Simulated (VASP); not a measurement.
# PbF2 (Fm-3m) in VASP: a series of runs, part 2 of 2

VASP 6.6.1.

### 4 Relaxation of the atoms, r2SCAN

This run uses another cell than the first one, of 18.34 Å³/atom.

POSCAR

```
PbF2
1.0
    0.0000000000      3.0189493500      3.0189493500
    3.0189493500      0.0000000000      3.0189493500
    3.0189493500      3.0189493500      0.0000000000
Pb F
1 2
Direct
    0.0000000000      0.0000000000      0.0000000000
    0.2500000000      0.2500000000      0.2500000000
    0.7500000000      0.7500000000      0.7500000000
```

INCAR.step1

```
SYSTEM = PbF2
ALGO = Normal
EDIFF = 1E-4
ENCUT = 520
GGA = PE
ISMEAR = -1
LASPH = .TRUE.
LCHARG = .FALSE.
LREAL = .FALSE.
LWAVE = .TRUE.
NELM = 100
PREC = Accurate
SIGMA = 0.02
```

INCAR.step2

```
SYSTEM = PbF2
ALGO = Normal
EDIFF = 1E-6
EDIFFG = -0.01
ENCUT = 520
IBRION = 2
ISIF = 2
ISMEAR = -1
ISTART = 1
LASPH = .TRUE.
LCHARG = .FALSE.
LMIXTAU = .TRUE.
LREAL = .FALSE.
LWAVE = .FALSE.
METAGGA = R2SCAN
NELM = 100
NSW = 50
PREC = Accurate
SIGMA = 0.02
```

KPOINTS

```
k-points
0
G
  8 8 8
  0 0 0
```

Potentials or basis: VASP PAW PBE potentials, release 64 (Pb_d, F).

Command:

```sh
$ cat potpaw_PBE.64/Pb_d/POTCAR potpaw_PBE.64/F/POTCAR > POTCAR
$ cp INCAR.step1 INCAR
$ mpirun -np 1 vasp_std > vasp.out
$ cp INCAR.step2 INCAR
$ mpirun -np 1 vasp_std > vasp.out
```

OUTCAR:

```text
SYSTEM = PbF2
   EDIFF = 1E-6
   EDIFFG = -0.01
   ENCUT = 520
   IBRION = 2
   ISIF = 2
   ISMEAR = -1
   ISTART = 1
   LASPH = .TRUE.
   LREAL = .FALSE.
   METAGGA = R2SCAN
   NELM = 100
   NSW = 50
   PREC = Accurate

 ion  position               nearest neighbor table
   1  0.000  0.000  0.000-   3 2.61   3 2.61   2 2.61   3 2.61   2 2.61   2 2.61   3 2.61   2 2.61

   2  0.250  0.250  0.250-   1 2.61   1 2.61   1 2.61   1 2.61
   3  0.750  0.750  0.750-   1 2.61   1 2.61   1 2.61   1 2.61

  LATTYP: Found a face centered cubic cell.
 ALAT       =     6.0378987000

  Lattice vectors:

 A1 = (   0.0000000000,   3.0189493500,   3.0189493500)
 A2 = (   3.0189493500,   0.0000000000,   3.0189493500)
 A3 = (   3.0189493500,   3.0189493500,   0.0000000000)

Analysis of symmetry for initial positions (statically):
=====================================================================
 Subroutine PRICEL returns:
 Original cell was already a primitive cell.

 Routine SETGRP: Setting up the symmetry group for a
 face centered cubic supercell.

 Subroutine GETGRP returns: Found 48 space group operations
 (whereof 48 operations were pure point group operations)
 out of a pool of 48 trial point group operations.

The static configuration has the point symmetry O_h .

Analysis of symmetry for dynamics (positions and initial velocities):
=====================================================================
 Subroutine PRICEL returns:
 Original cell was already a primitive cell.

 Routine SETGRP: Setting up the symmetry group for a
 face centered cubic supercell.

 Subroutine GETGRP returns: Found 48 space group operations
 (whereof 48 operations were pure point group operations)
 out of a pool of 48 trial point group operations.

The dynamic configuration has the point symmetry O_h .

 Subroutine INISYM returns: Found 48 space group operations
 (whereof 48 operations are pure point group operations),
 and found     1 'primitive' translations

----------------------------------------------------------------------------------------

                                     Primitive cell

  volume of cell :      55.0297

  direct lattice vectors                    reciprocal lattice vectors
     0.000000000  3.018949350  3.018949350    -0.165620533  0.165620533  0.165620533
     3.018949350  0.000000000  3.018949350     0.165620533 -0.165620533  0.165620533
     3.018949350  3.018949350  0.000000000     0.165620533  0.165620533 -0.165620533

  length of vectors
     4.269439115  4.269439115  4.269439115     0.286863178  0.286863178  0.286863178

  position of ions in fractional coordinates (direct lattice)
     0.000000000  0.000000000  0.000000000
     0.250000000  0.250000000  0.250000000
     0.750000000  0.750000000  0.750000000

  ion indices of the primitive-cell ions
   primitive index   ion index
                 1           1
                 2           2
                 3           3

----------------------------------------------------------------------------------------

 KPOINTS: k-points

Automatic generation of k-mesh.
 Grid dimensions read from file:
 generate k-points for:    8    8    8

 Generating k-lattice:

  Cartesian coordinates                     Fractional coordinates (reciprocal lattice)
    -0.020702567  0.020702567  0.020702567     0.125000000  0.000000000  0.000000000
     0.020702567 -0.020702567  0.020702567     0.000000000  0.125000000  0.000000000
     0.020702567  0.020702567 -0.020702567     0.000000000  0.000000000  0.125000000

  Length of vectors
     0.035857897  0.035857897  0.035857897

  Shift w.r.t. Gamma in fractional coordinates (k-lattice)
     0.000000000  0.000000000  0.000000000

 Subroutine IBZKPT returns following result:
 ===========================================

 Found     29 irreducible k-points:

 Following reciprocal coordinates:
            Coordinates               Weight
  0.000000  0.000000  0.000000      1.000000
  0.125000  0.000000  0.000000      8.000000
  0.250000  0.000000  0.000000      8.000000
  0.375000  0.000000  0.000000      8.000000
  0.500000  0.000000  0.000000      4.000000
  0.125000  0.125000  0.000000      6.000000
[... 16 lines left out ...]
  0.500000  0.250000  0.125000     48.000000
 -0.375000  0.250000  0.125000     24.000000
 [... further k-points ...]
   k-points           NKPTS =     29   k-points in BZ     NKDIM =     29   number of bands    NBANDS=     18
   number of dos      NEDOS =    301   number of ions     NIONS =      3
   total plane-waves  NPLWV =  32768
   dimension x,y,z NGX =    32 NGY =   32 NGZ =   32
   dimension x,y,z NGXF=    64 NGYF=   64 NGZF=   64
   ions per type =               1   2
   NGX,Y,Z   is equivalent  to a cutoff of  12.46, 12.46, 12.46 a.u.
   NGXF,Y,Z  is equivalent  to a cutoff of  24.92, 24.92, 24.92 a.u.
 SYSTEM =  PbF2
   PREC   = accura    normal or accurate (medium, high low for compatibility)
   ISTART =      1    job   : 0-new  1-cont  2-samecut
   ICHARG =      0    charge: 1-file 2-atom 10-const
   ISPIN  =      1    spin polarized calculation?
   LNONCOLLINEAR =      F non collinear calculations
   LSORBIT =      F    spin-orbit coupling
   LASPH  =      T    aspherical Exc in radial PAW
   ENCUT  =  520.0 eV  38.22 Ry    6.18 a.u.   7.94  7.94  7.94*2*pi/ulx,y,z
   NELM   =    100;   NELMIN=  2; NELMDL=  0     # of ELM steps
   EDIFF  = 0.1E-05   stopping-criterion for ELM
   LREAL  =      F    real-space projection
   EDIFFG = -.1E-01   stopping-criterion for IOM
   NSW    =     50    number of steps for IOM
   IBRION =      2    ionic relax: 0-MD 1-quasi-New 2-CG
   NFREE  =      1    steps in history (QN), initial steepest desc. (CG)
   ISIF   =      2    stress and relaxation
   ISYM   =      2    0-nonsym 1-usesym 2-fastsym
   POTIM  = 0.5000    time-step for ionic-motion
   TEBEG  =    0.0;   TEEND  =   0.0 temperature during run
   PSTRESS=    0.0 pullay stress
   NELECT =      28.0000    total number of electrons
   NUPDOWN=      -1.0000    fix difference up-down
   EMIN   =  10.00;   EMAX   =-10.00  energy-range for DOS
   EFERMI =   0.00;   METHOD = LEGACY
   ISMEAR =    -1;   SIGMA  =   0.02  broadening in eV -4-tet -1-fermi 0-gaus
   EFERMI_NEDOS =   21; number of points for ismear=-14 and -15
   IALGO  =     38    algorithm
   IMIX   =      4    mixing-type and parameters
     AMIX     =   0.40;   BMIX     =  1.00
     AMIX_MAG =   1.60;   BMIX_MAG =  1.00
  volume/ion in A,a.u.               =      18.34       123.79
  Fermi-wavevector in a.u.,A,eV,Ry     =   1.306958  2.469793 23.240650  1.708140
  Thomas-Fermi vector in A             =   2.437725
   LORBIT       =      0    0 simple, 1 ext, 2 COOP (PROOUT), +10 PAW based schemes
   METAGGA = R2SCAN    functional components
   LHFCALC =     F    Hartree Fock is set to
   AEXX    =    0.0000 exact exchange contribution
   IVDW    =     0    specifies the selected vdW correction
   LEPSILON=     F    determine dielectric tensor
   LRPA    =     F    only Hartree local field effects (RPA)
 conjugate gradient relaxation of ions
 non-spin polarized calculation
  energy-cutoff  :      520.00
  volume of cell :       55.03
 maximum number of plane-waves:      1524
   NGX = 15   NGY = 15   NGZ = 15

 number of electron      28.0000032 magnetization

 Free energy of the ion-electron system (eV)
  ---------------------------------------------------
  ext. energy  EPLUGINS =         0.00000000
  ---------------------------------------------------
  free energy    TOTEN  =       -70.12496433 eV

  energy without entropy =      -70.12496433  energy(sigma->0) =      -70.12496433

 E-fermi :   1.3305     XC(G=0):  -9.7146

 val. band max:        0.8340812111   @ k =  -0.2500   0.5000   0.2500
 cond. band min:       5.7749577426   @ k =   0.5000   0.5000   0.0000
 fundamental gap:      4.9408765316
 Fermi energy:         1.3305024202

 k-point     1 :       0.0000    0.0000    0.0000
  band No.  band energies     occupation
      1     -21.0953      2.00000
      2     -20.5936      2.00000
      3     -13.9711      2.00000
      4     -13.9711      2.00000
      5     -13.9711      2.00000
      6     -13.9421      2.00000
[... 10 lines left out ...]
     17       8.0761      0.00000
     18      11.4016      0.00000
[... 463 lines left out ...]
 k-point    24 :      -0.3750    0.2500    0.1250
  band No.  band energies     occupation
      1     -20.8434      2.00000
      2     -20.8175      2.00000
      3     -13.9566      2.00000
      4     -13.9479      2.00000
      5     -13.9145      2.00000
      6     -13.8885      2.00000
[... 10 lines left out ...]
     17       8.9380      0.00000
     18      12.0492      0.00000

 [... further k-points ...]
[... 5 lines left out ...]
  --------------------------------------------------------------------------------------
  -------------------------------------------------------------------------------------
  Total       -1.3920010     -1.3920010     -1.3920010     -0.0000000      0.0000000      0.0000000
  in kB      -40.5277652    -40.5277652    -40.5277652     -0.0000000      0.0000000      0.0000000
  external PRESSURE =     -40.5277652 kB  Pullay stress =       0.0000000 kB

 VOLUME and BASIS-vectors are now :
 -----------------------------------------------------------------------------
  energy-cutoff  :      520.00
  volume of cell :       55.03
      direct lattice vectors                 reciprocal lattice vectors
     0.000000000  3.018949350  3.018949350    -0.165620533  0.165620533  0.165620533
     3.018949350  0.000000000  3.018949350     0.165620533 -0.165620533  0.165620533
     3.018949350  3.018949350  0.000000000     0.165620533  0.165620533 -0.165620533

 POSITION                                       TOTAL-FORCE (eV/Angst)
 -----------------------------------------------------------------------------------
      0.00000      0.00000      0.00000         0.000000     -0.000000      0.000000
      1.50947      1.50947      1.50947         0.000000      0.000000      0.000000
      4.52842      4.52842      4.52842        -0.000000     -0.000000     -0.000000
 -----------------------------------------------------------------------------------
    total drift:                                0.000000     -0.000000      0.000000

  FREE ENERGIE OF THE ION-ELECTRON SYSTEM (eV)
  ---------------------------------------------------
  free  energy   TOTEN  =       -70.1249643276 eV

  energy  without entropy=      -70.1249643276  energy(sigma->0) =      -70.12496433

 reached required accuracy - stopping structural energy minimisation
```

Run time: 1.7 min. Hardware: 1 thread of Intel Xeon 8259CL, shared host; peak memory 0.2 GiB.

What came out:

```
Free energy             : -70.1250 eV
Pressure after relaxing : -4.1 GPa
Band gap on the k mesh  : 4.94 eV (least direct gap 5.08 eV)
```

Final structure:
```
Pb F
1.0
     0.00000    3.01895    3.01895
     3.01895    0.00000    3.01895
     3.01895    3.01895    0.00000
Pb F
1 2
Direct
  0.00000 0.00000 0.00000
  0.25000 0.25000 0.25000
  0.75000 0.75000 0.75000
```

Levels at points of the mesh, in eV from the valence-band top:
| k point | band 10 | band 11 | band 12 | band 13 | band 14 | band 15 | band 16 | band 17 | band 18 |
| --- | --- | --- | --- | --- | --- | --- | --- | --- | --- |
| (0.00, 0.00, 0.00) | -2.27 | -2.27 | -1.78 | -1.78 | -1.78 | 7.24 | 7.24 | 7.24 | 10.57 |
| (0.50, 0.00, 0.00) | -2.41 | -2.41 | -1.96 | -1.96 | -0.02 | 5.40 | 8.06 | 8.06 | 13.34 |
| (0.50, 0.50, 0.00) | -3.22 | -1.41 | -1.41 | -1.39 | -0.14 | 4.94 | 8.25 | 8.25 | 9.21 |

Caveat: the relaxation stopped at its first step, so nothing moved; the PAW data sets were made with another functional, which shifts forces and pressure a little; spin-orbit coupling is left out, which moves the levels of the heavy elements. r2SCAN opens gaps a little over a GGA but as a rule still falls short of measured ones.

### 5 The runs side by side

```tsv
cell	gap on the mesh (eV)	pressure (GPa)
atoms relaxed from a = 4.102 Å, angles 60.0°, 3 atoms	4.90	5.5
atoms relaxed from a = 4.131 Å, angles 60.0°, 3 atoms	4.91	3.4
atoms relaxed from a = 4.269 Å, angles 60.0°, 3 atoms	4.94	-4.1
```

Alike in all rows: task relaxation of the atoms; level r2SCAN; potentials or basis VASP PAW PBE potentials, release 64 (Pb_d, F); no spin polarisation; k mesh 8 × 8 × 8; cutoff (eV) 520; smearing fermi-dirac 0.02 eV.

Caveats: the relaxation stopped at its first step, so nothing moved; the PAW data sets were made with another functional, which shifts forces and pressure a little; spin-orbit coupling is left out, which moves the levels of the heavy elements.

Absolute energies hang on the potentials; compare differences alone.
